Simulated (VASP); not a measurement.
A run of VASP 6.6.1 is set up as follows.

INCAR

```
PREC     = Accurate       # precision mode
ENCUT    = 400            # plane-wave cutoff, eV
EDIFF    = 1E-6           # SCF threshold, eV
ISMEAR   = 0              # smearing method
SIGMA    = 0.05           # smearing width, eV
LREAL    = False          # projectors in reciprocal space
LASPH    = True           # aspherical terms in the spheres
NELM     = 200            # most SCF steps
ALGO     = Normal         # electronic algorithm
ISIF     = 2              # what is computed and relaxed
LWAVE    = False          # write WAVECAR
LCHARG   = False          # write CHGCAR
ISPIN    = 2              # spin polarisation
MAGMOM   = 0 0 0 0 1      # initial moments
LORBIT   = 11             # projections on sites
LDIPOL   = True         
IDIPOL   = 3            
DIPOL    = 0.5 0.5 0.330
GGA      = PE             # functional
IVDW     = 12             # dispersion correction
NBANDS   = 24             # bands
GGA_COMPAT= False        
NELMDL   = -8
```

File KPOINTS:

```
regular mesh
0
Gamma
  9 9 1
```

File POSCAR:

```
Si4Cl
1.0
    3.8333442603      0.0000000000      0.0000000000
   -1.9166721302      3.3197735109      0.0000000000
    0.0000000000      0.0000000000     21.0083834853
Si Cl
4 1
Direct
    0.3333333333      0.6666666667      0.1904001801
    0.0000000000      0.0000000000      0.2276461739
    0.0000000000      0.0000000000      0.3452231042
    0.6666666667      0.3333333333      0.3764394101
    0.8333333333      1.0000000000      0.5097195361
```

Potentials or basis: VASP PAW PBE potentials, release 64 (Si, Cl).

The run is started by

```bash
$ cat potpaw_PBE.64/Si/POTCAR potpaw_PBE.64/Cl/POTCAR > POTCAR
$ mpirun -np 1 vasp_std > vasp.out
```

(1) Estimate the net moment.

(2) Predict the dispersion energy per atom.

(3) Predict the band gap on the k mesh.

(4) Predict the site moments.

Answers

(1) 1.00 μB per cell.

(2) -0.242 eV.

(3) zero (filled and empty bands overlap).

(4) Si +0.16, +0.01, +0.04, +0.00; Cl +0.33 μB.
